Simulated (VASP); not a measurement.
Set up this calculation in VASP 6.6.1, as the native input.

```
Task                   : single point
Functional             : PBE
Potentials or basis    : VASP PAW PBE potentials, release 64 (Y_sv)
Cutoff                 : 520 eV
k mesh                 : 14 × 14 × 14
Occupations            : fermi-dirac, width 0.05 eV
Spin                   : no spin polarisation
Dipole correction      : no
Further INCAR settings : ALGO = Normal; EDIFF = 1e-07; NBANDS = 12
```

The structure of Y lies in POSCAR:

```
Y
1.0
    0.0000000000      2.5319491394      2.5319491394
    2.5319491394      0.0000000000      2.5319491394
    2.5319491394      2.5319491394      0.0000000000
Y
1
Direct
    0.0000000000      0.0000000000      0.0000000000
```

This isn't the form of Y at room conditions, which is hcp.

The input as run:

INCAR

```
  ALGO = Normal
  EDIFF = 1E-7
  ENCUT = 520
  GGA = PE
  ISIF = 2
  ISMEAR = -1
  LASPH = T
  LCHARG = F
  LREAL = F
  LWAVE = F
  NBANDS = 12
  NELM = 100
  PREC = Accurate
  SIGMA = 0.05
```

KPOINTS

```
k-points
0
Gamma
  14 14 14
```

Potentials or basis: VASP PAW PBE potentials, release 64 (Y_sv).

Run with:

```console
$ cat potpaw_PBE.64/Y_sv/POTCAR > POTCAR
$ mpirun -np 1 vasp_std > vasp.out
```

It gave:

```yaml
Pressure: -0.1 GPa
Band_gap_on_the_k_mesh: zero (an odd number of electrons rules out a gap without spin polarisation)
```

It took 57 s on 1 thread of Intel Xeon 8259CL, on a shared host, peak memory 0.2 GiB.
